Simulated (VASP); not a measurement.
Write the native input for VASP 6.6.1 that does the following.

```
Task                   : single point
Functional             : PBEsol
Potentials or basis    : VASP PAW PBE potentials, release 64 (Al, Cu)
Cutoff                 : 520 eV
k mesh                 : 6 × 6 × 4
Occupations            : gaussian, width 0.1 eV
Spin                   : no spin polarisation
Dipole correction      : no
Further INCAR settings : ALGO = Fast; EDIFF = 1e-06; NBANDS = 24
```

The structure of Al3Cu2 lies in POSCAR:

```
Al3Cu2
1.0
    4.0919516368      0.0000000000      0.0000000000
   -2.0459758184      3.5437340685      0.0000000000
    0.0000000000      0.0000000000      4.9927787000
Al Cu
3 2
Direct
    0.0000000000      0.0000000000      0.0000000000
    0.3333333300      0.6666666700      0.3499253500
    0.6666666700      0.3333333300      0.6500746500
    0.3333333300      0.6666666700      0.8395121300
    0.6666666700      0.3333333300      0.1604878700
```

These files were run (other wordings do the same):

INCAR

```
SYSTEM = Al3Cu2
PREC = Accurate ; ENCUT = 520
EDIFF = 1E-6 ; ISMEAR = 0
SIGMA = 0.1 ; LREAL = .FALSE.
LASPH = .TRUE. ; NELM = 100
ALGO = Fast ; ISIF = 2
LWAVE = .FALSE. ; LCHARG = .FALSE.
GGA = PS ; NBANDS = 24
```

KPOINTS

```
Automatic mesh
0
G
  6 6 4
  0 0 0
```

Potentials or basis: VASP PAW PBE potentials, release 64 (Al, Cu).

Launch:

```bash
$ cat potpaw_PBE.64/Al/POTCAR potpaw_PBE.64/Cu/POTCAR > POTCAR
$ mpirun -np 1 vasp_std > vasp.out
```

It gave:

| Quantity | Value |
| --- | --- |
| Pressure | 0.7 GPa |
| Largest force | 0.073 eV/Å |

Caveat: the PAW data sets were made with another functional, which shifts forces and pressure a little.

Run time: 34 s on 1 thread of Intel(R) Xeon(R) 6975P-C (Granite Rapids) (shared host), peak memory 0.19 GiB.
